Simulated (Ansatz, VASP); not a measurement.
## Two plane-wave programs on Na2B5

```xyz
7
Lattice="4.3988 0.0000 0.0000 -1.8322 4.0815 0.0000 -0.6820 -2.2595 7.2428" Properties=species:S:1:pos:R:3 pbc="T T T"
Na   -0.3462    1.7391    5.2430
Na    2.2308    0.0829    1.9997
B    -0.2563    2.4649    0.0923
B     1.2833    2.0408    0.0000
B    -0.7896   -1.4508    7.2087
B     2.6742    3.2728    0.0341
B     2.1409   -0.6428    7.1505
```

Change from the starting cell: the structure that the rattled cell fell into.

Alike in both runs: task single point; functional PBE; k mesh 4 × 4 × 4; occupations gaussian, width 0.1 eV; no spin polarisation.

|  | VASP | Ansatz |
| --- | --- | --- |
| version | VASP 6.6.1 | Ansatz 0.2.0 |
| potentials or method | VASP PAW PBE potentials, release 64 (Na_pv, B), cutoff 520 eV | scalar-relativistic, plane waves, PAW |
| valence electrons in the cell | 29 | 33 |

```tsv
	VASP	Ansatz	Ansatz less VASP
gap on the k mesh at the Fermi level (eV)	none	none	-
pressure (GPa)	0.1	0.1	-0.02
traceless stress, the component that is largest in VASP (GPa)	-0.50	-0.51	-0.007
rms of the force components (eV/Å)	0.433	0.433	-0.0006
```

Atom by atom the forces differ by 0.008 eV/Å (rms over components). A gap of «none» marks a metal or a gap that the smearing closes. VASP's potentials hold 29 valence electrons a cell and Ansatz's 33, so a difference there can come from the potentials and not from the codes.

The k mesh is coarse, so the values compare programs but aren't converged.
